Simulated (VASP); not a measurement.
Runs of VASP 6.6.1 on N. The structure is that of space group P6_3/mmc (No. 194), or close to it. The cells are those of the table. 

```tsv
cell	gap on the mesh (eV)	pressure (GPa)
a = 3.774, b = 3.774, c = 6.361 Å, angles 90.0, 90.0, 120.0°, 2 atoms	none	(c)
a = 3.919, b = 3.919, c = 6.361 Å, angles 90.0, 90.0, 120.0°, 2 atoms	none	-4.8
a = 3.919, b = 3.919, c = 5.654 Å, angles 90.0, 90.0, 120.0°, 2 atoms	none	(a)
a = 3.919, b = 3.919, c = 6.126 Å, angles 90.0, 90.0, 120.0°, 2 atoms	none	-5.3
a = 3.919, b = 3.919, c = 5.419 Å, angles 90.0, 90.0, 120.0°, 2 atoms	none	(b)
a = 3.629, b = 3.629, c = 6.361 Å, angles 90.0, 90.0, 120.0°, 2 atoms	none	-7.1
a = 3.919, b = 3.919, c = 5.890 Å, angles 90.0, 90.0, 120.0°, 2 atoms	none	-5.9
a = 3.774, b = 3.774, c = 5.890 Å, angles 90.0, 90.0, 120.0°, 2 atoms	none	-7.0
```

Alike in all rows: task single point; level LDA; potentials or basis VASP PAW LDA potentials, release 64 (N); no spin polarisation; k mesh 15 × 15 × 8; cutoff (eV) 520; smearing gaussian 0.15 eV.

Task: Estimate the missing entries.

Result: (a) -6.6; (b) -7.4; (c) -5.8.

Caveats: the cell stands under tension.

A gap of «none» marks levels without a gap at the run's occupations.
